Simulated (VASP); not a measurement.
# TePb (P6_3/mmc) in VASP: notebook

Runs on TePb. Level: PBEsol. Tasks: single point.

Program: VASP 6.6.1. These are calculated values, not measurements. Logs are shortened: lines on timing, memory, paths and dates and some standing lists are left out, and cuts for length are marked.

## 1. The cell of the first run

The structure is hexagonal, space group P6_3/mmc (No. 194). The conventional cell has a = 4.544 Å, b = 4.544 Å, c = 7.926 Å, α = 90.00°, β = 90.00°, γ = 120.00°. Pb (site symmetry -3m) has 6 Te at 3.29 Å and 2 Pb at 3.96 Å within 4.3 Å. Te (site symmetry -6m2) has 6 Pb at 3.29 Å within 4.3 Å.

## 2. Single point, PBEsol

Contents of INCAR:

```
SYSTEM = TePb
  PREC = Accurate
  ENCUT = 520
  EDIFF = 1E-6
  ISMEAR = 1
  SIGMA = 0.001
  LREAL = .False.
  LASPH = .True.
  NELM = 80
  ALGO = Normal
  ISIF = 2
  LWAVE = .False.
  LCHARG = .False.
  GGA = PS
  NBANDS = 28
```

Contents of KPOINTS:

```
regular mesh
0
Gamma
  6 6 2
  0 0 0
```

Contents of POSCAR:

```
TePb
1.0
    4.5439515437      0.0000000000      0.0000000000
   -2.2719757718      3.9351774704      0.0000000000
    0.0000000000      0.0000000000      7.9257636037
Pb Te
2 2
Direct
    0.0000000000      0.0000000000      0.0000000000
    0.0000000000      0.0000000000      0.5000000000
    0.3333333333      0.6666666667      0.2500000000
    0.6666666667      0.3333333333      0.7500000000
```

Potentials or basis: VASP PAW PBE potentials, release 64 (Pb_d, Te).

Command:

```sh
$ cat potpaw_PBE.64/Pb_d/POTCAR potpaw_PBE.64/Te/POTCAR > POTCAR
$ mpirun -np 1 vasp_std > vasp.out
```

OUTCAR:

```text
SYSTEM = TePb
   PREC = Accurate
   ENCUT = 520
   EDIFF = 1E-6
   ISMEAR = 1
   LREAL = .False.
   LASPH = .True.
   NELM = 80
   ISIF = 2
   GGA = PS

 ion  position               nearest neighbor table
   1  0.000  0.000  0.000-   3 3.29   4 3.29   3 3.29   4 3.29   4 3.29   3 3.29   2 3.96   2 3.96

   2  0.000  0.000  0.500-   3 3.29   4 3.29   3 3.29   4 3.29   4 3.29   3 3.29   1 3.96   1 3.96

   3  0.333  0.667  0.250-   1 3.29   2 3.29   1 3.29   2 3.29   1 3.29   2 3.29
   4  0.667  0.333  0.750-   1 3.29   2 3.29   1 3.29   2 3.29   1 3.29   2 3.29

  LATTYP: Found a hexagonal cell.
 ALAT       =     4.5439515437
 C/A-ratio  =     1.7442447455

  Lattice vectors:

 A1 = (   4.5439515437,   0.0000000000,   0.0000000000)
 A2 = (  -2.2719757718,   3.9351774704,   0.0000000000)
 A3 = (   0.0000000000,   0.0000000000,   7.9257636037)

Analysis of symmetry for initial positions (statically):
=====================================================================
 Subroutine PRICEL returns:
 Original cell was already a primitive cell.

 Routine SETGRP: Setting up the symmetry group for a
 hexagonal supercell.

 Subroutine GETGRP returns: Found 24 space group operations
 (whereof 12 operations were pure point group operations)
 out of a pool of 24 trial point group operations.

The static configuration has the point symmetry D_3d.
 The point group associated with its full space group is D_6h.

Analysis of symmetry for dynamics (positions and initial velocities):
=====================================================================
 Subroutine PRICEL returns:
 Original cell was already a primitive cell.

 Routine SETGRP: Setting up the symmetry group for a
 hexagonal supercell.

 Subroutine GETGRP returns: Found 24 space group operations
 (whereof 12 operations were pure point group operations)
 out of a pool of 24 trial point group operations.

The dynamic configuration has the point symmetry D_3d.
 The point group associated with its full space group is D_6h.

 Subroutine INISYM returns: Found 24 space group operations
 (whereof 12 operations are pure point group operations),
 and found     1 'primitive' translations

----------------------------------------------------------------------------------------

                                     Primitive cell

  volume of cell :     141.7226

  direct lattice vectors                    reciprocal lattice vectors
     4.543951544  0.000000000  0.000000000     0.220072769  0.127059073  0.000000000
    -2.271975772  3.935177470  0.000000000     0.000000000  0.254118145  0.000000000
     0.000000000  0.000000000  7.925763604     0.000000000  0.000000000  0.126170808

  length of vectors
     4.543951544  4.543951544  7.925763604     0.254118145  0.254118145  0.126170808

  position of ions in fractional coordinates (direct lattice)
     0.000000000  0.000000000  0.000000000
     0.000000000  0.000000000  0.500000000
     0.333333333  0.666666667  0.250000000
     0.666666667  0.333333333  0.750000000

  ion indices of the primitive-cell ions
   primitive index   ion index
                 1           1
                 2           2
                 3           3
                 4           4

----------------------------------------------------------------------------------------

 KPOINTS: regular mesh

Automatic generation of k-mesh.
 Grid dimensions read from file:
 generate k-points for:    6    6    2

 Generating k-lattice:

  Cartesian coordinates                     Fractional coordinates (reciprocal lattice)
     0.036678795  0.021176512  0.000000000     0.166666667  0.000000000  0.000000000
     0.000000000  0.042353024  0.000000000     0.000000000  0.166666667  0.000000000
     0.000000000  0.000000000  0.063085404     0.000000000  0.000000000  0.500000000

  Length of vectors
     0.042353024  0.042353024  0.063085404

  Shift w.r.t. Gamma in fractional coordinates (k-lattice)
     0.000000000  0.000000000  0.000000000

 Subroutine IBZKPT returns following result:
 ===========================================

 Found     14 irreducible k-points:

 Following reciprocal coordinates:
            Coordinates               Weight
  0.000000  0.000000  0.000000      1.000000
  0.166667 -0.000000  0.000000      6.000000
  0.333333 -0.000000  0.000000      6.000000
  0.500000 -0.000000  0.000000      3.000000
  0.166667  0.166667  0.000000      6.000000
  0.333333  0.166667  0.000000     12.000000
  0.333333  0.333333  0.000000      2.000000
  0.000000  0.000000  0.500000      1.000000
  0.166667 -0.000000  0.500000      6.000000
  0.333333 -0.000000  0.500000      6.000000
  0.500000 -0.000000  0.500000      3.000000
  0.166667  0.166667  0.500000      6.000000
  0.333333  0.166667  0.500000     12.000000
  0.333333  0.333333  0.500000      2.000000
   k-points           NKPTS =     14   k-points in BZ     NKDIM =     14   number of bands    NBANDS=     28
   number of dos      NEDOS =    301   number of ions     NIONS =      4
   total plane-waves  NPLWV =  77760
   dimension x,y,z NGX =    36 NGY =   36 NGZ =   60
   dimension x,y,z NGXF=    72 NGYF=   72 NGZF=  120
   ions per type =               2   2
   NGX,Y,Z   is equivalent  to a cutoff of  13.17, 13.17, 12.59 a.u.
   NGXF,Y,Z  is equivalent  to a cutoff of  26.34, 26.34, 25.17 a.u.
 SYSTEM =  TePb
   PREC   = accura    normal or accurate (medium, high low for compatibility)
   ISTART =      0    job   : 0-new  1-cont  2-samecut
   ICHARG =      2    charge: 1-file 2-atom 10-const
   ISPIN  =      1    spin polarized calculation?
   LNONCOLLINEAR =      F non collinear calculations
   LSORBIT =      F    spin-orbit coupling
   LASPH  =      T    aspherical Exc in radial PAW
   ENCUT  =  520.0 eV  38.22 Ry    6.18 a.u.   8.45  8.45 14.74*2*pi/ulx,y,z
   NELM   =     80;   NELMIN=  2; NELMDL= -5     # of ELM steps
   EDIFF  = 0.1E-05   stopping-criterion for ELM
   LREAL  =      F    real-space projection
   EDIFFG = 0.1E-04   stopping-criterion for IOM
   NSW    =      0    number of steps for IOM
   IBRION =     -1    ionic relax: 0-MD 1-quasi-New 2-CG
   NFREE  =      0    steps in history (QN), initial steepest desc. (CG)
   ISIF   =      2    stress and relaxation
   ISYM   =      2    0-nonsym 1-usesym 2-fastsym
   POTIM  = 0.5000    time-step for ionic-motion
   TEBEG  =    0.0;   TEEND  =   0.0 temperature during run
   PSTRESS=    0.0 pullay stress
   NELECT =      40.0000    total number of electrons
   NUPDOWN=      -1.0000    fix difference up-down
   EMIN   =  10.00;   EMAX   =-10.00  energy-range for DOS
   EFERMI =   0.00;   METHOD = LEGACY
   ISMEAR =     1;   SIGMA  =   0.00  broadening in eV -4-tet -1-fermi 0-gaus
   EFERMI_NEDOS =   21; number of points for ismear=-14 and -15
   IALGO  =     38    algorithm
   IMIX   =      4    mixing-type and parameters
     AMIX     =   0.40;   BMIX     =  1.00
     AMIX_MAG =   1.60;   BMIX_MAG =  1.00
  volume/ion in A,a.u.               =      35.43       239.10
  Fermi-wavevector in a.u.,A,eV,Ry     =   1.073862  2.029305 15.689959  1.153179
  Thomas-Fermi vector in A             =   2.209674
   LORBIT       =      0    0 simple, 1 ext, 2 COOP (PROOUT), +10 PAW based schemes
   GGA     = PS    functional components
   LHFCALC =     F    Hartree Fock is set to
   AEXX    =    0.0000 exact exchange contribution
   IVDW    =     0    specifies the selected vdW correction
   LEPSILON=     F    determine dielectric tensor
   LRPA    =     F    only Hartree local field effects (RPA)
 non-spin polarized calculation
 Methfessel and Paxton  Order N= 1 SIGMA  =   0.00
  energy-cutoff  :      520.00
  volume of cell :      141.72
 maximum number of plane-waves:      3846
 NGX is ok and might be reduce to    36
   NGX = 17   NGY = 17   NGZ = 29

 number of electron      40.0000007 magnetization

 Free energy of the ion-electron system (eV)
  ---------------------------------------------------
  ext. energy  EPLUGINS =         0.00000000
  ---------------------------------------------------
  free energy    TOTEN  =       -16.28732809 eV

  energy without entropy =      -16.28732026  energy(sigma->0) =      -16.28732548

 E-fermi :   5.4536     XC(G=0):  -9.2365

 val. band max:        5.4536274991   @ k =   0.3333   0.3333   0.0000
 cond. band min:       5.5314135853   @ k =   0.5000  -0.0000   0.0000
 fundamental gap:      0.0777860863
 Fermi energy:         5.4536274991

 k-point     1 :       0.0000    0.0000    0.0000
  band No.  band energies     occupation
      1     -11.7527      2.00000
      2     -11.7403      2.00000
      3     -11.7403      2.00000
      4     -11.7275      2.00000
      5     -11.7275      2.00000
      6     -11.7163      2.00000
[... 20 lines left out ...]
     27       9.7789      0.00000
     28      11.3278      0.00000

 k-point     2 :       0.1667   -0.0000    0.0000
  band No.  band energies     occupation
      1     -11.7510      2.00000
      2     -11.7477      2.00000
      3     -11.7369      2.00000
      4     -11.7293      2.00000
      5     -11.7225      2.00000
      6     -11.7190      2.00000
[... 20 lines left out ...]
     27       9.9345      0.00000
     28      10.5258      0.00000

 k-point     3 :       0.3333   -0.0000    0.0000
  band No.  band energies     occupation
      1     -11.7676      2.00000
      2     -11.7454      2.00000
      3     -11.7337      2.00000
      4     -11.7337      2.00000
      5     -11.7215      2.00000
      6     -11.7128      2.00000
[... 20 lines left out ...]
     27      10.1184      0.00000
     28      11.9705      0.00000

 k-point     4 :       0.5000   -0.0000    0.0000
  band No.  band energies     occupation
      1     -11.7772      2.00000
      2     -11.7438      2.00000
      3     -11.7362      2.00000
      4     -11.7335      2.00000
      5     -11.7218      2.00000
      6     -11.7085      2.00000
[... 268 lines left out ...]
     27      10.4041      0.00000
     28      10.4041      0.00000

 k-point    13 :       0.3333    0.1667    0.5000
  band No.  band energies     occupation
      1     -11.7481      2.00000
      2     -11.7481      2.00000
      3     -11.7234      2.00000
      4     -11.7234      2.00000
      5     -11.7138      2.00000
      6     -11.7138      2.00000
[... 20 lines left out ...]
     27      11.1120      0.00000
     28      11.1120      0.00000

 k-point    14 :       0.3333    0.3333    0.5000
  band No.  band energies     occupation
      1     -11.7436      2.00000
      2     -11.7436      2.00000
      3     -11.7291      2.00000
      4     -11.7291      2.00000
      5     -11.7088      2.00000
      6     -11.7088      2.00000
[... 20 lines left out ...]
     27      11.4912      0.00000
     28      11.4912      0.00000

------------------------ aborting loop because EDIFF is reached ----------------------------------------

  FORCE on cell =-STRESS in cart. coord.  units (eV):
  Direction    XX          YY          ZZ          XY          YZ          ZX
  --------------------------------------------------------------------------------------
  -------------------------------------------------------------------------------------
  Total       -1.1590685     -1.1590685     -1.9198629     -0.0000000      0.0000000      0.0000000
  in kB      -13.1032965    -13.1032965    -21.7040940     -0.0000000      0.0000000      0.0000000
  external PRESSURE =     -15.9702290 kB  Pullay stress =       0.0000000 kB

 VOLUME and BASIS-vectors are now :
 -----------------------------------------------------------------------------
  energy-cutoff  :      520.00
  volume of cell :      141.72
      direct lattice vectors                 reciprocal lattice vectors
     4.543951544  0.000000000  0.000000000     0.220072769  0.127059073  0.000000000
    -2.271975772  3.935177470  0.000000000     0.000000000  0.254118145  0.000000000
     0.000000000  0.000000000  7.925763604     0.000000000  0.000000000  0.126170808

 POSITION                                       TOTAL-FORCE (eV/Angst)
 -----------------------------------------------------------------------------------
      0.00000      0.00000      0.00000         0.000000      0.000000      0.000000
      0.00000      0.00000      3.96288         0.000000      0.000000      0.000000
     -0.00000      2.62345      1.98144         0.000000     -0.000000      0.000000
      2.27198      1.31173      5.94432        -0.000000      0.000000     -0.000000
 -----------------------------------------------------------------------------------
    total drift:                               -0.000000      0.000000     -0.000000

  FREE ENERGIE OF THE ION-ELECTRON SYSTEM (eV)
  ---------------------------------------------------
  free  energy   TOTEN  =       -16.2873280945 eV

  energy  without entropy=      -16.2873202585  energy(sigma->0) =      -16.28732548
```

It took 46 s on 1 thread of Intel Xeon Platinum 8259CL at 2.50GHz (Skylake/Cascade Lake), shared host; peak memory 0.28 GiB.

Results:

```yaml
Free_energy: -16.2873 eV
Pressure: -1.6 GPa
Band_gap_on_the_k_mesh: zero (band 20 reaches 5.45 eV, above the bottom of band 21 at 5.44 eV)
```

Levels at points of the mesh, in eV from the Fermi level:
| k point | band 16 | band 17 | band 18 | band 19 | band 20 | band 21 | band 22 | band 23 | band 24 | band 25 |
| --- | --- | --- | --- | --- | --- | --- | --- | --- | --- | --- |
| (0.00, 0.00, 0.00) | -1.67 | -1.67 | -1.12 | -1.12 | -0.12 | -0.01 | 1.92 | 1.92 | 2.26 | 2.26 |
| (0.50, 0.00, 0.00) | -3.97 | -2.93 | -1.28 | -1.27 | -1.09 | 0.08 | 0.81 | 1.89 | 3.53 | 3.99 |
| (0.00, 0.00, 0.50) | -1.47 | -1.40 | -1.40 | -1.40 | -1.40 | 1.99 | 1.99 | 1.99 | 1.99 | 1.99 |
| (0.50, 0.00, 0.50) | -3.23 | -2.59 | -2.59 | -2.34 | -2.34 | 1.86 | 1.86 | 2.65 | 2.65 | 2.70 |

Caveat: the k points lie up to 0.40 Å⁻¹ apart; the PAW data sets were made with another functional, which shifts forces and pressure a little; spin-orbit coupling is left out, which moves the levels of the heavy elements.

[end of part 1 of 2]
